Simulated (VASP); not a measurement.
CaScSi3: single point with PBE

Crystal: CaScSi3.

```
Ca Sc Si
1.0
     0.00000    4.98483    0.00000
     0.00000    0.00000    4.98483
     9.96965    0.00000    0.00000
Ca Sc Si
2 2 6
Cartesian
  0.0000 0.0000 0.0000
  4.9848 0.0000 0.0000
  2.4924 2.4924 2.4924
  7.4772 2.4924 2.4924
  0.0000 2.4924 2.4924
  4.9848 2.4924 2.4924
  2.4924 0.0000 2.4924
  7.4772 0.0000 2.4924
  2.4924 2.4924 0.0000
  7.4772 2.4924 0.0000
```

```
Program                : VASP 6.6.1
Task                   : single point
Functional             : PBE
Potentials or basis    : VASP PAW PBE potentials, release 64 (Ca_sv, Sc_sv, Si)
Cutoff                 : 520 eV
k mesh                 : 4 × 4 × 2
Occupations            : gaussian, width 0.2 eV
Spin                   : no spin polarisation
Dipole correction      : no
Further INCAR settings : ALGO = Normal; EDIFF = 1e-07; NBANDS = 44
```

The pressure is 0.1 GPa. The band gap on the k mesh is zero (band 33 reaches 5.16 eV, above the bottom of band 34 at 3.13 eV).

Levels at points of the mesh, in eV from the Fermi level:
```
           k point  band 30  band 31  band 32  band 33  band 34  band 35  band 36  band 37
(0.00, 0.00, 0.00)    -0.83    -0.37    -0.34     1.45     1.45     1.45     1.54     1.54
(0.50, 0.00, 0.00)    -0.83    -0.83    -0.37    -0.36    -0.34     0.20     0.24     0.24
(0.50, 0.50, 0.00)    -0.96    -0.36    -0.31    -0.31     0.20     0.24     0.24     1.35
(0.00, 0.00, 0.50)     0.01     0.01     0.01     0.26     0.26     1.32     1.32     1.63
(0.50, 0.00, 0.50)    -0.90    -0.67    -0.67    -0.10    -0.10     0.81     0.81     1.26
(0.50, 0.50, 0.50)    -2.14    -0.34    -0.34    -0.20    -0.20     1.97     1.97     1.97
```

Run time: 120 s on 1 thread of Intel(R) Xeon(R) Platinum 8488C (Sapphire Rapids), on a shared host, peak memory 0.4 GiB.
